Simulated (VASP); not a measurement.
# Be: single point with r2SCAN

The system is Be.

```xyz
2
Lattice="2.2995 0.0000 0.0000 -1.1498 1.9914 0.0000 0.0000 0.0000 3.6009" Properties=species:S:1:pos:R:3 pbc="T T T"
Be    0.0000    1.3276    0.9002
Be    1.1498    0.6638    2.7007
```

* Program: VASP 6.6.1
* Task: single point
* Functional: r2SCAN
* Potentials or basis: VASP PAW PBE potentials, release 64 (Be)
* Cutoff: 520 eV
* k mesh: 24 × 24 × 14
* Occupations: gaussian, width 0.15 eV
* Spin: no spin polarisation

| Property | Result |
| --- | --- |
| Pressure | -4.6 GPa |
| Band gap on the k mesh | zero (band 2 reaches 7.84 eV, above the bottom of band 3 at 5.66 eV) |

Stress tensor (GPa, compression positive):
```
-5.10  0.00  0.00
 0.00 -5.10  0.00
 0.00  0.00 -3.66
```

Levels at points of the mesh, in eV from the Fermi level:
```tsv
k point	band 1	band 2	band 3	band 4	band 5
(0.00, 0.00, 0.00)	-11.95	-4.49	1.07	16.73	16.73
(0.50, 0.00, 0.00)	-5.21	-3.30	3.89	6.70	7.05
(0.00, 0.00, 0.50)	-9.63	-9.63	11.28	11.28	18.50
(0.50, 0.00, 0.50)	-3.69	-3.69	1.46	1.46	12.60
```

Run time: 2.5 min on 1 thread of Intel(R) Xeon(R) Platinum 8488C (Sapphire Rapids), with other jobs on the host, peak memory 0.17 GiB.

Caveat: the PAW data sets were made with another functional, which shifts forces and pressure a little.
